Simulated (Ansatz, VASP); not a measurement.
# Mg8H in VASP and in Ansatz

The input INCAR:

```
SYSTEM = Mg8H
PREC = Accurate ; ENCUT = 600
EDIFF = 1E-6 ; ISMEAR = 0
SIGMA = 0.1 ; LREAL = .False.
LASPH = .True. ; NELM = 60
ALGO = Normal ; ISIF = 3
LWAVE = .False. ; LCHARG = .False.
GGA = PE ; IBRION = 2
NSW = 90 ; EDIFFG = -0.0325
```

Contents of KPOINTS:

```
Automatic mesh
0
Gamma
  4 4 4
  0 0 0
```

The input POSCAR:

```
Mg8H
1.0
   -3.6145662947      3.6145662947      3.5136802483
    3.6145662947     -3.6145662947      3.5136802483
    3.6145662947      3.6145662947     -3.5136802483
Mg H
8 1
Direct
    0.0000000000      0.0000000000      0.0000000000
    0.0000000000      0.0000000000      0.5000000000
    0.0000000000      0.5000000000      0.0000000000
    0.0000000000      0.5000000000      0.5000000000
    0.5000000000      0.0000000000      0.0000000000
    0.5000000000      0.0000000000      0.5000000000
    0.5000000000      0.5000000000      0.0000000000
    0.5000000000      0.5000000000      0.5000000000
    0.1250000000      0.2500000000      0.3750000000
```

Input for Ansatz:

```yaml
crystal:
  lattice:
    - [-3.6145662947, 3.6145662947, 3.5136802483]
    - [3.6145662947, -3.6145662947, 3.5136802483]
    - [3.6145662947, 3.6145662947, -3.5136802483]
  atoms:
    - { symbol: Mg, position: [0.0, 0.0, 0.0] }
    - { symbol: Mg, position: [0.0, 0.0, 0.5] }
    - { symbol: Mg, position: [0.0, 0.5, 0.0] }
    - { symbol: Mg, position: [0.0, 0.5, 0.5] }
    - { symbol: Mg, position: [0.5, 0.0, 0.0] }
    - { symbol: Mg, position: [0.5, 0.0, 0.5] }
    - { symbol: Mg, position: [0.5, 0.5, 0.0] }
    - { symbol: Mg, position: [0.5, 0.5, 0.5] }
    - { symbol: H, position: [0.125, 0.25, 0.375] }
basis:
  ecutwfc: 420
kpoints:
  mp_grid: { grid: [4, 4, 4] }
hamiltonian:
  xc: pbe
scf:
  occupations: { method: gaussian, width: 0.1 }
output:
  forces: true
  stress: true
  eigenvalues: true
relax:
  adjacent_minimum: "off"
  f_tol: 0.0325
  max_steps: 70
  cell: { stress_tol: 0.24 }
```

Alike in both runs: task relaxation of cell and atoms; functional PBE; k mesh 4 × 4 × 4; occupations gaussian, width 0.1 eV; no spin polarisation.

```csv
,VASP,Ansatz
version,VASP 6.6.1,Ansatz 0.2.0
potentials or method,"VASP PAW PBE potentials, release 64 (Mg, H), cutoff 600 eV","scalar-relativistic, plane waves, PAW"
valence electrons in the cell,17,81
```

Ansatz gave:

| Quantity | Value |
| --- | --- |
| gap on the k mesh at the Fermi level, each at its own relaxed structure (eV) | none |
| relaxed volume (Å³/atom) | 20.92 |
| relaxed cell length with the largest relative difference (Å) | 6.288 |

Question: Which values does VASP return?

Answer: gap on the k mesh at the Fermi level, each at its own relaxed structure (eV): none; relaxed volume (Å³/atom): 20.76; relaxed cell length with the largest relative difference (Å): 6.273.

A gap of «none» marks a metal or a gap that the smearing closes. VASP's potentials hold 17 valence electrons a cell and Ansatz's 81, so a difference there can come from the potentials and not from the codes.

Noted on VASP's run: too few bands were computed for a metal, which touches its energy and stress.
